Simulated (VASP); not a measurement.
**Si: single point with LDA**

The system is Si.

```
CELL_PARAMETERS angstrom
2.68606 0.00000 0.00000
-1.34303 2.32619 0.00000
0.00000 0.00000 2.58967
ATOMIC_POSITIONS crystal
Si 0.00000 0.00000 0.00000
```

This cell differs from its parent crystal: strain +0.025 along x and y, +0.050 along z.

| Property | Result |
| --- | --- |
| Program | VASP 6.6.1 |
| Task | single point |
| Functional | LDA |
| Potentials or basis | VASP PAW LDA potentials, release 64 (Si) |
| Cutoff | 520 eV |
| k mesh | 24 × 24 × 20 |
| Occupations | gaussian, width 0.15 eV |
| Spin | no spin polarisation |
| Dipole correction | no |
| Further INCAR settings | ALGO = Normal; EDIFF = 1e-07; NBANDS = 8 |

* Pressure: -9.6 GPa
* Band gap on the k mesh: zero (bands 2 and 3 overlap by 10.74 eV)

Stress tensor (GPa, compression positive):
```
 -7.49   0.00   0.00
  0.00  -7.49   0.00
  0.00   0.00 -13.68
```

Levels at points of the mesh, in eV from the Fermi level:
```
           k point  band 1  band 2  band 3  band 4  band 5  band 6
(0.00, 0.00, 0.00)  -13.26    6.60    7.22    9.63    9.63   12.11
(0.50, 0.00, 0.00)   -7.22   -6.16    4.93    6.64   10.94   13.98
(0.00, 0.00, 0.50)   -9.14   -6.55   12.45   12.45   14.40   14.40
(0.50, 0.00, 0.50)   -2.91   -2.43   -1.78    1.88    7.88   11.44
```

Run time: 81 s on 1 thread of Intel Xeon 8259CL, with other jobs on the host, peak memory 0.17 GiB.

Caveat: the cell differs from its parent crystal (strain +0.025 along x and y, +0.050 along z); the cell stands under tension.
